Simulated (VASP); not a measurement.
# C (P6/mmm) in VASP: a series of runs

C is run at these levels: PBE+D3(BJ); tasks: single point, relaxation of shape and atoms at fixed volume, relaxation of cell and atoms.

All numbers are computed with VASP 6.6.1; they aren't measurements. Logs are shortened: lines on timing, memory, paths and dates and some standing lists are left out, and cuts for length are marked.

### Step 1. The cell of the first run

The structure is hexagonal, space group P6/mmm (No. 191). Conventional cell: a = 2.465 Å, b = 2.465 Å, c = 3.567 Å, α = 90.00°, β = 90.00°, γ = 120.00°. C (site symmetry -6m2) has 3 C at 1.42 Å within 1.9 Å.

### Step 2. Single point, PBE+D3(BJ)

Input file INCAR:

```
SYSTEM = C
PREC = Accurate
ENCUT = 520
EDIFF = 1E-6
ISMEAR = -1
SIGMA = 0.15
LREAL = .False.
LASPH = .True.
NELM = 100
ALGO = Normal
ISIF = 2
LWAVE = .False.
LCHARG = .False.
GGA = PE
IVDW = 12
NBANDS = 11
```

Input file KPOINTS:

```
Automatic mesh
0
Gamma
  18 18 12
  0 0 0
```

Input file POSCAR:

```
C
1.0
    2.4647511537      0.0000000000      0.0000000000
   -1.2323755769      2.1345371131      0.0000000000
    0.0000000000      0.0000000000      3.5665180227
C
2
Direct
    0.3333333333      0.6666666667      0.0000000000
    0.6666666667      0.3333333333      0.0000000000
```

Potentials or basis: VASP PAW PBE potentials, release 64 (C).

On the command line:

```console
$ cat potpaw_PBE.64/C/POTCAR > POTCAR
$ mpirun -np 1 vasp_std > vasp.out
```

OUTCAR:

```text
SYSTEM = C
   PREC = Accurate
   ENCUT = 520
   EDIFF = 1E-6
   ISMEAR = -1
   LREAL = .False.
   LASPH = .True.
   NELM = 100
   ISIF = 2
   GGA = PE
   IVDW = 12
 IVDW          = 12

 ion  position               nearest neighbor table
   1  0.333  0.667  0.000-   2 1.42   2 1.42   2 1.42
   2  0.667  0.333  0.000-   1 1.42   1 1.42   1 1.42

  LATTYP: Found a hexagonal cell.
 ALAT       =     2.4647511537
 C/A-ratio  =     1.4470093735

  Lattice vectors:

 A1 = (   2.4647511537,   0.0000000000,   0.0000000000)
 A2 = (  -1.2323755769,   2.1345371131,   0.0000000000)
 A3 = (   0.0000000000,   0.0000000000,   3.5665180227)

Analysis of symmetry for initial positions (statically):
=====================================================================
 Subroutine PRICEL returns:
 Original cell was already a primitive cell.

 Routine SETGRP: Setting up the symmetry group for a
 hexagonal supercell.

 Subroutine GETGRP returns: Found 24 space group operations
 (whereof 24 operations were pure point group operations)
 out of a pool of 24 trial point group operations.

The static configuration has the point symmetry D_6h.

Analysis of symmetry for dynamics (positions and initial velocities):
=====================================================================
 Subroutine PRICEL returns:
 Original cell was already a primitive cell.

 Routine SETGRP: Setting up the symmetry group for a
 hexagonal supercell.

 Subroutine GETGRP returns: Found 24 space group operations
 (whereof 24 operations were pure point group operations)
 out of a pool of 24 trial point group operations.

The dynamic configuration has the point symmetry D_6h.

 Subroutine INISYM returns: Found 24 space group operations
 (whereof 24 operations are pure point group operations),
 and found     1 'primitive' translations

----------------------------------------------------------------------------------------

                                     Primitive cell

  volume of cell :      18.7638

  direct lattice vectors                    reciprocal lattice vectors
     2.464751154  0.000000000  0.000000000     0.405720471  0.234242823  0.000000000
    -1.232375577  2.134537113  0.000000000     0.000000000  0.468485647  0.000000000
     0.000000000  0.000000000  3.566518023     0.000000000  0.000000000  0.280385517

  length of vectors
     2.464751154  2.464751154  3.566518023     0.468485647  0.468485647  0.280385517

  position of ions in fractional coordinates (direct lattice)
     0.333333333  0.666666667  0.000000000
     0.666666667  0.333333333  0.000000000

  ion indices of the primitive-cell ions
   primitive index   ion index
                 1           1
                 2           2

----------------------------------------------------------------------------------------

 KPOINTS: Automatic mesh

Automatic generation of k-mesh.
 Grid dimensions read from file:
 generate k-points for:   18   18   12

 Generating k-lattice:

  Cartesian coordinates                     Fractional coordinates (reciprocal lattice)
     0.022540026  0.013013490  0.000000000     0.055555556 -0.000000000  0.000000000
     0.000000000  0.026026980  0.000000000     0.000000000  0.055555556  0.000000000
     0.000000000  0.000000000  0.023365460     0.000000000  0.000000000  0.083333333

  Length of vectors
     0.026026980  0.026026980  0.023365460

  Shift w.r.t. Gamma in fractional coordinates (k-lattice)
     0.000000000  0.000000000  0.000000000

 Subroutine IBZKPT returns following result:
 ===========================================

 Found    259 irreducible k-points:

 Following reciprocal coordinates:
            Coordinates               Weight
  0.000000  0.000000  0.000000      1.000000
  0.055556 -0.000000  0.000000      6.000000
  0.111111 -0.000000  0.000000      6.000000
  0.166667 -0.000000  0.000000      6.000000
  0.222222 -0.000000  0.000000      6.000000
  0.277778 -0.000000  0.000000      6.000000
[... 16 lines left out ...]
  0.333333  0.111111  0.000000     12.000000
  0.388889  0.111111  0.000000     12.000000
 [... further k-points ...]
   k-points           NKPTS =    259   k-points in BZ     NKDIM =    259   number of bands    NBANDS=     11
   number of dos      NEDOS =    301   number of ions     NIONS =      2
   total plane-waves  NPLWV =   9072
   dimension x,y,z NGX =    18 NGY =   18 NGZ =   28
   dimension x,y,z NGXF=    36 NGYF=   36 NGZF=   56
   ions per type =               2
   NGX,Y,Z   is equivalent  to a cutoff of  12.14, 12.14, 13.05 a.u.
   NGXF,Y,Z  is equivalent  to a cutoff of  24.28, 24.28, 26.10 a.u.
 SYSTEM =  C
   PREC   = accura    normal or accurate (medium, high low for compatibility)
   ISTART =      0    job   : 0-new  1-cont  2-samecut
   ICHARG =      2    charge: 1-file 2-atom 10-const
   ISPIN  =      1    spin polarized calculation?
   LNONCOLLINEAR =      F non collinear calculations
   LSORBIT =      F    spin-orbit coupling
   LASPH  =      T    aspherical Exc in radial PAW
   ENCUT  =  520.0 eV  38.22 Ry    6.18 a.u.   4.58  4.58  6.63*2*pi/ulx,y,z
   NELM   =    100;   NELMIN=  2; NELMDL= -5     # of ELM steps
   EDIFF  = 0.1E-05   stopping-criterion for ELM
   LREAL  =      F    real-space projection
   EDIFFG = 0.1E-04   stopping-criterion for IOM
   NSW    =      0    number of steps for IOM
   IBRION =     -1    ionic relax: 0-MD 1-quasi-New 2-CG
   NFREE  =      0    steps in history (QN), initial steepest desc. (CG)
   ISIF   =      2    stress and relaxation
   ISYM   =      2    0-nonsym 1-usesym 2-fastsym
   POTIM  = 0.5000    time-step for ionic-motion
   TEBEG  =    0.0;   TEEND  =   0.0 temperature during run
   PSTRESS=    0.0 pullay stress
   NELECT =       8.0000    total number of electrons
   NUPDOWN=      -1.0000    fix difference up-down
   EMIN   =  10.00;   EMAX   =-10.00  energy-range for DOS
   EFERMI =   0.00;   METHOD = LEGACY
   ISMEAR =    -1;   SIGMA  =   0.15  broadening in eV -4-tet -1-fermi 0-gaus
   EFERMI_NEDOS =   21; number of points for ismear=-14 and -15
   IALGO  =     38    algorithm
   IMIX   =      4    mixing-type and parameters
     AMIX     =   0.40;   BMIX     =  1.00
     AMIX_MAG =   1.60;   BMIX_MAG =  1.00
  volume/ion in A,a.u.               =       9.38        63.31
  Fermi-wavevector in a.u.,A,eV,Ry     =   1.232152  2.328430 20.656358  1.518200
  Thomas-Fermi vector in A             =   2.366934
   LORBIT       =      0    0 simple, 1 ext, 2 COOP (PROOUT), +10 PAW based schemes
   GGA     = PE    functional components
   LHFCALC =     F    Hartree Fock is set to
   AEXX    =    0.0000 exact exchange contribution
   IVDW    =    12    specifies the selected vdW correction
   LEPSILON=     F    determine dielectric tensor
   LRPA    =     F    only Hartree local field effects (RPA)
 non-spin polarized calculation
  energy-cutoff  :      520.00
  volume of cell :       18.76
 maximum number of plane-waves:       520
   NGX =  9   NGY =  9   NGZ = 13

 number of electron       7.9999998 magnetization

 Free energy of the ion-electron system (eV)
  ---------------------------------------------------
  ext. energy  EPLUGINS =         0.00000000
  ---------------------------------------------------
  free energy    TOTEN  =       -18.42869517 eV

  energy without entropy =      -18.42572779  energy(sigma->0) =      -18.42721148

 E-fermi :   4.1783     XC(G=0):  -9.8901

 val. band max:        4.1697171563   @ k =   0.3333   0.3333   0.2500
 cond. band min:       4.4074189416   @ k =   0.3333   0.3333   0.1667
 fundamental gap:      0.2377017853
 Fermi energy:         4.1783358642

 k-point     1 :       0.0000    0.0000    0.0000
  band No.  band energies     occupation
      1     -15.4351      2.00000
      2      -2.6861      2.00000
      3       1.1427      2.00000
      4       1.1427      2.00000
      5       8.0167      0.00000
      6      12.4803      0.00000
      7      12.4803      0.00000
      8      15.7632      0.00000
      9      16.5899      0.00000
     10      26.3983      0.00000
     11      27.7967      0.00000

 k-point     2 :       0.0556   -0.0000    0.0000
  band No.  band energies     occupation
      1     -15.3618      2.00000
      2      -2.6013      2.00000
      3       0.8430      2.00000
      4       0.9856      2.00000
      5       8.1075      0.00000
      6      12.5183      0.00000
      7      12.7965      0.00000
      8      15.5188      0.00000
      9      16.7168      0.00000
     10      26.6208      0.00000
     11      27.6875      0.00000

 k-point     3 :       0.1111   -0.0000    0.0000
  band No.  band energies     occupation
      1     -15.1418      2.00000
      2      -2.3478      2.00000
      3       0.0204      2.00000
      4       0.5686      2.00000
      5       8.3805      0.00000
      6      12.5542      0.00000
      7      13.6870      0.00000
      8      14.8265      0.00000
      9      17.1249      0.00000
     10      27.1880      0.00000
     11      27.2784      0.00000

 k-point     4 :       0.1667   -0.0000    0.0000
  band No.  band energies     occupation
      1     -14.7763      2.00000
      2      -1.9293      2.00000
      3      -1.1605      2.00000
      4       0.0077      2.00000
      5       8.8360      0.00000
      6      12.4809      0.00000
      7      13.7789      0.00000
      8      15.0232      0.00000
      9      17.8072      0.00000
     10      26.4975      0.00000
     11      27.7032      0.00000

 k-point     5 :       0.2222   -0.0000    0.0000
  band No.  band energies     occupation
      1     -14.2672      2.00000
      2      -2.5424      2.00000
      3      -1.3527      2.00000
      4      -0.5881      2.00000
      5       9.4716      0.00000
      6      12.2988      0.00000
      7      12.4849      0.00000
      8      16.6716      0.00000
      9      18.6178      0.00000
     10      25.5135      0.00000
     11      27.1917      0.00000
[... 211 lines left out ...]
 k-point    21 :       0.2222    0.1111    0.0000
  band No.  band energies     occupation
      1     -13.4033      2.00000
      2      -4.0053      2.00000
      3      -1.9689      2.00000
      4      -0.3897      2.00000
      5      10.5666      0.00000
      6      10.7193      0.00000
      7      13.2358      0.00000
      8      16.7266      0.00000
      9      20.9644      0.00000
     10      23.0454      0.00000
     11      25.9364      0.00000

 k-point    22 :       0.2778    0.1111    0.0000
  band No.  band energies     occupation
      1     -12.6222      2.00000
      2      -5.3974      2.00000
      3      -2.4798      2.00000
      4       0.4491      2.00000
      5       9.3418      0.00000
      6      11.5467      0.00000
      7      13.0526      0.00000
      8      17.7995      0.00000
      9      21.5643      0.00000
     10      22.0503      0.00000
     11      25.3151      0.00000

 k-point    23 :       0.3333    0.1111    0.0000
  band No.  band energies     occupation
      1     -11.7174      2.00000
      2      -6.7783      2.00000
      3      -2.8504      2.00000
      4       1.3576      2.00000
      5       8.0111      0.00000
      6      12.5750      0.00000
      7      13.0001      0.00000
      8      17.8962      0.00000
      9      21.3299      0.00000
     10      21.9825      0.00000
     11      25.8363      0.00000

 k-point    24 :       0.3889    0.1111    0.0000
  band No.  band energies     occupation
      1     -10.7207      2.00000
      2      -8.0749      2.00000
      3      -3.0751      2.00000
      4       2.1983      2.00000
      5       6.9016      0.00000
      6      12.6912      0.00000
      7      14.0605      0.00000
      8      16.8659      0.00000
      9      20.8969      0.00000
     10      22.8669      0.00000
     11      26.5991      0.00000

 [... further k-points ...]

------------------------ aborting loop because EDIFF is reached ----------------------------------------

 Edisp (eV)   -0.29047

 E8    (eV) :    -0.0816

  FORCE on cell =-STRESS in cart. coord.  units (eV):
  Direction    XX          YY          ZZ          XY          YZ          ZX
  --------------------------------------------------------------------------------------
  -------------------------------------------------------------------------------------
  Total       0.07840     0.07840    -0.01117    -0.00000    -0.00000    -0.00000
  in kB       6.69445     6.69445    -0.95409    -0.00000    -0.00000    -0.00000
  external pressure =        4.14 kB  Pullay stress =        0.00 kB

 VOLUME and BASIS-vectors are now :
 -----------------------------------------------------------------------------
  energy-cutoff  :      520.00
  volume of cell :       18.76
      direct lattice vectors                 reciprocal lattice vectors
     2.464751154  0.000000000  0.000000000     0.405720471  0.234242823  0.000000000
    -1.232375577  2.134537113  0.000000000     0.000000000  0.468485647  0.000000000
     0.000000000  0.000000000  3.566518023     0.000000000  0.000000000  0.280385517

 POSITION                                       TOTAL-FORCE (eV/Angst)
 -----------------------------------------------------------------------------------
     -0.00000      1.42302      0.00000         0.000000     -0.000000      0.000000
      1.23238      0.71151      0.00000        -0.000000      0.000000      0.000000
 -----------------------------------------------------------------------------------
    total drift:                                0.000000     -0.000000      0.000000

  FREE ENERGIE OF THE ION-ELECTRON SYSTEM (eV)
  ---------------------------------------------------
  free  energy   TOTEN  =       -18.7191691865 eV

  energy  without entropy=      -18.7162018071  energy(sigma->0) =      -18.71768550
```

Wall time 32 s (1 thread of Intel Xeon Platinum 8259CL at 2.50GHz (Skylake/Cascade Lake), shared host); peak memory 0.16 GiB.

What came out:

| Property | Result |
| --- | --- |
| Free energy | -18.7192 eV |
| Pressure | 0.4 GPa |
| Band gap on the k mesh | zero (bands 4 and 5 overlap by 0.93 eV) |
| Dispersion energy per atom | -0.145 eV |

Stress tensor (GPa, compression positive):
```
 0.67  0.00  0.00
 0.00  0.67  0.00
 0.00  0.00 -0.10
```

Levels at points of the mesh, in eV from the Fermi level:
```tsv
k point	band 1	band 2	band 3	band 4	band 5	band 6	band 7	band 8	band 9
(0.00, 0.00, 0.00)	-19.61	-6.86	-3.04	-3.04	3.84	8.30	8.30	11.58	12.41
(0.50, 0.00, 0.00)	-14.34	-13.29	-6.42	-1.84	2.36	7.27	10.94	11.23	18.51
(0.00, 0.00, 0.50)	-19.43	-8.30	-3.02	-3.02	8.36	8.36	9.21	11.33	12.67
(0.50, 0.00, 0.50)	-14.20	-13.18	-6.39	-2.84	1.06	7.52	13.13	16.22	18.96
```

### Step 3. Single point, PBE+D3(BJ)

Input file INCAR:

```
  PREC = Accurate
  ENCUT = 520
  EDIFF = 1E-6
  ISMEAR = -1
  SIGMA = 0.15
  LREAL = False
  LASPH = True
  NELM = 100
  ALGO = Normal
  ISIF = 2
  LWAVE = False
  LCHARG = False
  GGA = PE
  IVDW = 12
  NBANDS = 11
```

Input file KPOINTS:

```
regular mesh
0
Gamma
  18 18 12
```

POSCAR is that of step 2.

Potentials or basis: VASP PAW PBE potentials, release 64 (C).

On the command line:

```console
$ cat potpaw_PBE.64/C/POTCAR > POTCAR
$ mpirun -np 1 vasp_std > vasp.out
```

Wall time 31 s (1 thread of Intel Xeon Platinum 8259CL at 2.50GHz (Skylake/Cascade Lake), shared host); peak memory 0.16 GiB.

It converged, with:

* Free energy: -18.7192 eV
* Pressure: 0.4 GPa
* Band gap on the k mesh: zero (bands 4 and 5 overlap by 0.93 eV)
* Dispersion energy per atom: -0.145 eV

Stress tensor (GPa, compression positive):
```
 0.67  0.00  0.00
 0.00  0.67  0.00
 0.00  0.00 -0.10
```

Levels at points of the mesh, in eV from the Fermi level:
| k point | band 1 | band 2 | band 3 | band 4 | band 5 | band 6 | band 7 | band 8 | band 9 |
| --- | --- | --- | --- | --- | --- | --- | --- | --- | --- |
| (0.00, 0.00, 0.00) | -19.61 | -6.86 | -3.04 | -3.04 | 3.84 | 8.30 | 8.30 | 11.58 | 12.41 |
| (0.50, 0.00, 0.00) | -14.34 | -13.29 | -6.42 | -1.84 | 2.36 | 7.27 | 10.94 | 11.23 | 18.51 |
| (0.00, 0.00, 0.50) | -19.43 | -8.30 | -3.02 | -3.02 | 8.36 | 8.36 | 9.21 | 11.33 | 12.67 |
| (0.50, 0.00, 0.50) | -14.20 | -13.18 | -6.39 | -2.84 | 1.06 | 7.52 | 13.13 | 16.22 | 18.96 |

### Step 4. Single point, PBE+D3(BJ) (9.57 Å³/atom)

This run uses another cell than the first one, of 9.57 Å³/atom.

Input file INCAR:

```
PREC     = Accurate       # precision mode
ENCUT    = 520            # plane-wave cutoff, eV
EDIFF    = 1E-6           # SCF threshold, eV
ISMEAR   = -1             # smearing method
SIGMA    = 0.15           # smearing width, eV
LREAL    = F              # projectors in reciprocal space
LASPH    = T              # aspherical terms in the spheres
NELM     = 100            # most SCF steps
ALGO     = Normal         # electronic algorithm
ISIF     = 2              # what is computed and relaxed
LWAVE    = F              # write WAVECAR
LCHARG   = T              # write CHGCAR
GGA      = PE             # functional
IVDW     = 12             # dispersion correction
LELF     = T              # ELF
LVHAR    = T            
NBANDS   = 11             # bands
```

KPOINTS is that of step 3.

Input file POSCAR:

```
C
1.0
    2.4659358557      0.0000000000      0.0000000000
   -1.2329679278      2.1355630951      0.0000000000
    0.0000000000      0.0000000000      3.6343537824
C
2
Direct
    0.3333333333      0.6666666667      0.0000000000
    0.6666666667      0.3333333333      0.0000000000
```

On the command line:

```console
$ cat potpaw_PBE.64/C/POTCAR > POTCAR
$ mpirun -np 1 vasp_std > vasp.out
```

Wall time 32 s (1 thread of Intel Xeon Platinum 8259CL at 2.50GHz (Skylake/Cascade Lake), shared host); peak memory 0.17 GiB.

Results (log left out):

```
Free energy                : -18.7187 eV
Pressure                   : -0.1 GPa
Band gap on the k mesh     : zero (bands 4 and 5 overlap by 0.82 eV)
Dispersion energy per atom : -0.142 eV
```

Stress tensor (GPa, compression positive):
```
 0.15  0.00  0.00
 0.00  0.15  0.00
 0.00  0.00 -0.59
```

Levels at points of the mesh, in eV from the Fermi level:
```tsv
k point	band 1	band 2	band 3	band 4	band 5	band 6	band 7	band 8	band 9
(0.00, 0.00, 0.00)	-19.59	-6.93	-3.04	-3.04	3.73	8.30	8.30	11.54	12.40
(0.50, 0.00, 0.00)	-14.32	-13.27	-6.42	-1.90	2.30	7.27	10.87	11.17	18.26
(0.00, 0.00, 0.50)	-19.43	-8.22	-3.02	-3.02	8.35	8.35	8.84	11.33	12.61
(0.50, 0.00, 0.50)	-14.21	-13.18	-6.39	-2.79	1.12	7.48	13.05	15.88	18.69
```

(Continued in part 2 of 2.)
